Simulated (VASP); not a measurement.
# GaH (I4/mmm) in VASP: further runs

The runs below take GaH through single point, relaxation of cell and atoms, with PBE.

Everything below comes from runs of VASP 6.6.1. Logs are shortened: lines on timing, memory, paths and dates and some standing lists are left out, and cuts for length are marked.

### Step 1. The cell of the first run

The structure is tetragonal, space group I4/mmm (No. 139). The conventional cell has a = 3.064 Å, b = 3.064 Å, c = 5.031 Å, α = 90.00°, β = 90.00°, γ = 90.00°. Within 2.9 Å of Ga (site symmetry 4/mmm) lie 6 H at 2.17 to 2.52 Å. H (site symmetry 4/mmm) has 6 Ga at 2.17 to 2.52 Å within 2.9 Å.

### Step 2. Single point, PBE

INCAR

```
PREC = Accurate
ENCUT = 520
EDIFF = 1E-6
ISMEAR = 0
SIGMA = 0.1
LREAL = False
LASPH = True
NELM = 60
ALGO = Normal
ISIF = 2
LWAVE = False
LCHARG = False
GGA = PE
NBANDS = 14
```

KPOINTS

```
Automatic mesh
0
Gamma
  16 16 16
```

POSCAR

```
GaH
1.0
   -1.5319372478      1.5319372478      2.5157488352
    1.5319372478     -1.5319372478      2.5157488352
    1.5319372478      1.5319372478     -2.5157488352
Ga H
1 1
Direct
    0.0000000000      0.0000000000      0.0000000000
    0.5000000000      0.5000000000      0.0000000000
```

Potentials or basis: VASP PAW PBE potentials, release 64 (Ga_d, H).

Launch:

```console
> cat potpaw_PBE.64/Ga_d/POTCAR potpaw_PBE.64/H/POTCAR > POTCAR
> mpirun -np 1 vasp_std > vasp.out
```

OUTCAR:

```text
PREC = Accurate
   ENCUT = 520
   EDIFF = 1E-6
   ISMEAR = 0
   LREAL = False
   LASPH = True
   NELM = 60
   ISIF = 2
   GGA = PE

 ion  position               nearest neighbor table
   1  0.000  0.000  0.000-
   2  0.500  0.500  0.000-

  LATTYP: Found a body centered tetragonal cell.
 ALAT       =     3.0638744956
 C/A-ratio  =     1.6422009706

  Lattice vectors:

 A1 = (  -1.5319372478,   1.5319372478,   2.5157488352)
 A2 = (   1.5319372478,  -1.5319372478,   2.5157488352)
 A3 = (   1.5319372478,   1.5319372478,  -2.5157488352)

Analysis of symmetry for initial positions (statically):
=====================================================================
 Subroutine PRICEL returns:
 Original cell was already a primitive cell.

 Routine SETGRP: Setting up the symmetry group for a
 body centered tetragonal supercell.

 Subroutine GETGRP returns: Found 16 space group operations
 (whereof 16 operations were pure point group operations)
 out of a pool of 16 trial point group operations.

The static configuration has the point symmetry D_4h.

Analysis of symmetry for dynamics (positions and initial velocities):
=====================================================================
 Subroutine PRICEL returns:
 Original cell was already a primitive cell.

 Routine SETGRP: Setting up the symmetry group for a
 body centered tetragonal supercell.

 Subroutine GETGRP returns: Found 16 space group operations
 (whereof 16 operations were pure point group operations)
 out of a pool of 16 trial point group operations.

The dynamic configuration has the point symmetry D_4h.

 Subroutine INISYM returns: Found 16 space group operations
 (whereof 16 operations are pure point group operations),
 and found     1 'primitive' translations

----------------------------------------------------------------------------------------

                                     Primitive cell

  volume of cell :      23.6162

  direct lattice vectors                    reciprocal lattice vectors
    -1.531937248  1.531937248  2.515748835     0.000000000  0.326384126  0.198747980
     1.531937248 -1.531937248  2.515748835     0.326384126  0.000000000  0.198747980
     1.531937248  1.531937248 -2.515748835     0.326384126  0.326384126  0.000000000

  length of vectors
     3.320038503  3.320038503  3.320038503     0.382135261  0.382135261  0.461576858

  position of ions in fractional coordinates (direct lattice)
     0.000000000  0.000000000  0.000000000
[... 83 lines left out ...]
   NFREE  =      0    steps in history (QN), initial steepest desc. (CG)
   ISIF   =      2    stress and relaxation
   ISYM   =      2    0-nonsym 1-usesym 2-fastsym
   POTIM  = 0.5000    time-step for ionic-motion
   TEBEG  =    0.0;   TEEND  =   0.0 temperature during run
   PSTRESS=    0.0 pullay stress
   NELECT =      14.0000    total number of electrons
   NUPDOWN=      -1.0000    fix difference up-down
   EMIN   =  10.00;   EMAX   =-10.00  energy-range for DOS
   EFERMI =   0.00;   METHOD = LEGACY
   ISMEAR =     0;   SIGMA  =   0.10  broadening in eV -4-tet -1-fermi 0-gaus
   EFERMI_NEDOS =   21; number of points for ismear=-14 and -15
   IALGO  =     38    algorithm
   IMIX   =      4    mixing-type and parameters
     AMIX     =   0.40;   BMIX     =  1.00
     AMIX_MAG =   1.60;   BMIX_MAG =  1.00
  volume/ion in A,a.u.               =      11.81        79.68
  Fermi-wavevector in a.u.,A,eV,Ry     =   1.375248  2.598842 25.732804  1.891308
  Thomas-Fermi vector in A             =   2.500601
   LORBIT       =      0    0 simple, 1 ext, 2 COOP (PROOUT), +10 PAW based schemes
   GGA     = PE    functional components
   LHFCALC =     F    Hartree Fock is set to
   AEXX    =    0.0000 exact exchange contribution
   IVDW    =     0    specifies the selected vdW correction
   LEPSILON=     F    determine dielectric tensor
   LRPA    =     F    only Hartree local field effects (RPA)
 non-spin polarized calculation
 Gauss-broadening in eV      SIGMA  =   0.10
  energy-cutoff  :      520.00
  volume of cell :       23.62
 maximum number of plane-waves:       649
 NGX is ok and might be reduce to    28
   NGX = 13   NGY = 13   NGZ = 13

 number of electron      14.0000002 magnetization

 Free energy of the ion-electron system (eV)
  ---------------------------------------------------
  ext. energy  EPLUGINS =         0.00000000
  ---------------------------------------------------
  free energy    TOTEN  =        -5.32487118 eV

  energy without entropy =       -5.32260280  energy(sigma->0) =       -5.32373699

 E-fermi :   4.5365     XC(G=0): -10.6163

 val. band max:        4.5270115147   @ k =  -0.3125   0.3125   0.2500
 cond. band min:       4.5495500042   @ k =   0.5000   0.3750   0.0625
 fundamental gap:      0.0225384895
 Fermi energy:         4.5364950219

 k-point     1 :       0.0000    0.0000    0.0000
  band No.  band energies     occupation
      1     -10.3537      2.00000
      2     -10.3019      2.00000
      3     -10.2732      2.00000
      4     -10.2732      2.00000
      5     -10.1909      2.00000
      6      -6.8163      2.00000
      7       9.5987      0.00000
      8      13.4283      0.00000
      9      13.4283      0.00000
     10      13.8823      0.00000
     11      17.7485      0.00000
     12      18.6722      0.00000
     13      18.6918      0.00000
     14      18.6918      0.00000
[... 377 lines left out ...]
      1     -10.3450      2.00000
      2     -10.2970      2.00000
      3     -10.2771      2.00000
      4     -10.2706      2.00000
      5     -10.1957      2.00000
      6      -6.6930      2.00000
      7       9.0429      0.00000
      8      12.7146      0.00000
      9      13.3945      0.00000
     10      14.0113      0.00000
     11      17.1106      0.00000
     12      18.1088      0.00000
     13      18.6860      0.00000
     14      20.1119      0.00000

 [... further k-points ...]
[... 5 lines left out ...]
  --------------------------------------------------------------------------------------
  -------------------------------------------------------------------------------------
  Total        0.0288716      0.0288716      0.0083173      0.0000000     -0.0000000      0.0000000
  in kB        1.9587168      1.9587168      0.5642669      0.0000000     -0.0000000      0.0000000
  external PRESSURE =       1.4939002 kB  Pullay stress =       0.0000000 kB

 VOLUME and BASIS-vectors are now :
 -----------------------------------------------------------------------------
  energy-cutoff  :      520.00
  volume of cell :       23.62
      direct lattice vectors                 reciprocal lattice vectors
    -1.531937248  1.531937248  2.515748835     0.000000000  0.326384126  0.198747980
     1.531937248 -1.531937248  2.515748835     0.326384126  0.000000000  0.198747980
     1.531937248  1.531937248 -2.515748835     0.326384126  0.326384126  0.000000000

 POSITION                                       TOTAL-FORCE (eV/Angst)
 -----------------------------------------------------------------------------------
      0.00000      0.00000      0.00000         0.000000     -0.000000      0.000000
      0.00000      0.00000      2.51575        -0.000000      0.000000     -0.000000
 -----------------------------------------------------------------------------------
    total drift:                                0.000000     -0.000000      0.000000

  FREE ENERGIE OF THE ION-ELECTRON SYSTEM (eV)
  ---------------------------------------------------
  free  energy   TOTEN  =        -5.3248711834 eV

  energy  without entropy=       -5.3226028011  energy(sigma->0) =       -5.32373699
```

OSZICAR:

```text
N       E                     dE             d eps       ncg     rms          rms(c)
DAV:   1     0.514167401193E+02    0.51417E+02   -0.70786E+03 10488   0.168E+03
DAV:   2    -0.226614323877E+01   -0.53683E+02   -0.50707E+02 10708   0.273E+02
DAV:   3    -0.547482933122E+01   -0.32087E+01   -0.31996E+01 11800   0.496E+01
DAV:   4    -0.550365608963E+01   -0.28827E-01   -0.28824E-01 11432   0.507E+00
DAV:   5    -0.550394568332E+01   -0.28959E-03   -0.28959E-03 12154   0.495E-01    0.192E+00
DAV:   6    -0.535164778136E+01    0.15230E+00   -0.14329E-01 14042   0.478E+00    0.756E-01
DAV:   7    -0.532476752245E+01    0.26880E-01   -0.53639E-02 14570   0.147E+00    0.177E-01
DAV:   8    -0.532483124059E+01   -0.63718E-04   -0.40841E-03 11626   0.698E-01    0.106E-01
DAV:   9    -0.532487640275E+01   -0.45162E-04   -0.15809E-04 12708   0.135E-01    0.172E-02
DAV:  10    -0.532487047554E+01    0.59272E-05   -0.96150E-06 12364   0.477E-02    0.367E-03
DAV:  11    -0.532487118341E+01   -0.70787E-06   -0.47611E-07  8120   0.648E-03
   1 F= -.53248712E+01 E0= -.53237370E+01  d E =-.226838E-02
```

stdout:

```text
POSCAR found type information on POSCAR GaH
 POSCAR found :  2 types and       2 ions
 scaLAPACK will be used
 LDA part: xc-table for (Slater+PW92), standard interpolation
 POSCAR, INCAR and KPOINTS ok, starting setup
 FFT: planning ... GRIDC
 FFT: planning ... GRID_SOFT
 FFT: planning ... GRID
 WAVECAR not read
 entering main loop
```

Run time: 4 min. Hardware: 1 thread of AMD EPYC, shared host; peak memory 0.21 GiB.

Results:

```yaml
Free_energy: -5.3249 eV
Pressure: 0.1 GPa
Band_gap_on_the_k_mesh: zero (band 7 reaches 9.60 eV, above the bottom of band 8 at 2.30 eV)
```

Stress tensor (GPa, compression positive):
```
0.20 0.00 0.00
0.00 0.20 0.00
0.00 0.00 0.06
```

Levels at points of the mesh, in eV from the Fermi level:
```
           k point  band 3  band 4  band 5  band 6  band 7  band 8  band 9  band 10  band 11  band 12
(0.00, 0.00, 0.00)  -14.81  -14.81  -14.73  -11.35    5.06    8.89    8.89     9.35    13.21    14.14
(0.50, 0.00, 0.00)  -14.81  -14.72  -14.69   -6.46   -5.33    4.73    8.00     9.04     9.05    12.64
(0.50, 0.50, 0.00)  -14.73  -14.73  -14.64   -4.14   -2.12    0.09    2.21     3.56     6.91    20.00
(0.50, 0.50, 0.50)  -14.71  -14.71  -14.70   -6.82   -3.32    2.57    4.74     4.74     8.41    22.33
```

### Step 3. Relaxation of cell and atoms, PBE

INCAR

```
PREC = Accurate
ENCUT = 600
EDIFF = 1E-6
ISMEAR = 0
SIGMA = 0.1
LREAL = False
LASPH = True
NELM = 60
ALGO = Normal
ISIF = 3
LWAVE = False
LCHARG = False
GGA = PE
IBRION = 2
NSW = 90
EDIFFG = -0.025
```

KPOINTS is that of step 2.

POSCAR is that of step 2.

Potentials or basis: VASP PAW PBE potentials, release 64 (Ga_d, H).

Launch:

```console
> cat potpaw_PBE.64/Ga_d/POTCAR potpaw_PBE.64/H/POTCAR > POTCAR
> mpirun -np 1 vasp_std > vasp.out
```

It took 3.3 min on 1 thread of AMD EPYC, shared host; peak memory 0.22 GiB.

It converged, with:

```yaml
Free_energy: -5.3250 eV
Pressure_after_relaxing: 0.2 GPa
Band_gap_on_the_k_mesh: zero (band 7 reaches 9.60 eV, above the bottom of band 8 at 2.30 eV)
```

Stress tensor (GPa, compression positive):
```
0.26 0.00 0.00
0.00 0.26 0.00
0.00 0.00 0.12
```

Final structure:
```
CELL_PARAMETERS angstrom
-1.53194 1.53194 2.51575
1.53194 -1.53194 2.51575
1.53194 1.53194 -2.51575
ATOMIC_POSITIONS crystal
Ga 0.00000 0.00000 0.00000
H 0.50000 0.50000 0.00000
```

Levels at points of the mesh, in eV from the Fermi level:
| k point | band 4 | band 5 | band 6 | band 7 | band 8 | band 9 | band 10 | band 11 |
| --- | --- | --- | --- | --- | --- | --- | --- | --- |
| (0.00, 0.00, 0.00) | -14.81 | -14.73 | -11.35 | 5.06 | 8.89 | 8.89 | 9.35 | 13.21 |
| (0.50, 0.00, 0.00) | -14.73 | -14.70 | -6.46 | -5.33 | 4.73 | 8.00 | 9.04 | 9.05 |
| (0.50, 0.50, 0.00) | -14.73 | -14.64 | -4.14 | -2.12 | 0.09 | 2.21 | 3.56 | 6.91 |
| (0.50, 0.50, 0.50) | -14.71 | -14.70 | -6.82 | -3.32 | 2.57 | 4.74 | 4.74 | 8.41 |

Caveat: the relaxation stopped at its first step, so nothing moved.
